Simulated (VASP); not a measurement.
Here is a VASP 6.6.1 calculation.

File INCAR:

```
  PREC = Accurate
  ENCUT = 520
  EDIFF = 1E-6
  ISMEAR = 0
  SIGMA = 0.1
  LREAL = False
  LASPH = True
  NELM = 150
  ALGO = Normal
  ISIF = 2
  LWAVE = False
  LCHARG = False
  ISPIN = 2
  MAGMOM = 0.68 0
  LORBIT = 11
  LMAXMIX = 4
  GGA = PE
  NBANDS = 22
```

Contents of KPOINTS:

```
regular mesh
0
Gamma
  20 20 20
```

POSCAR

```
MoF
1.0
    0.0000000000      2.4429954933      2.4429954933
    2.4429954933      0.0000000000      2.4429954933
    2.4429954933      2.4429954933      0.0000000000
Mo F
1 1
Direct
    0.0000000000      0.0000000000      0.0000000000
    0.2500000000      0.2500000000      0.2500000000
```

Potentials or basis: VASP PAW PBE potentials, release 64 (Mo_sv, F).

Launch:

```console
$ cat potpaw_PBE.64/Mo_sv/POTCAR potpaw_PBE.64/F/POTCAR > POTCAR
$ mpirun -np 1 vasp_std > vasp.out
```

Estimate the band gap on the k mesh.

zero (filled and empty bands overlap).

Predict the pressure.

0.3 GPa.

Predict the site moments.

Mo +0.93; F +0.00 μB.

Predict the net moment.

0.99 μB per cell.
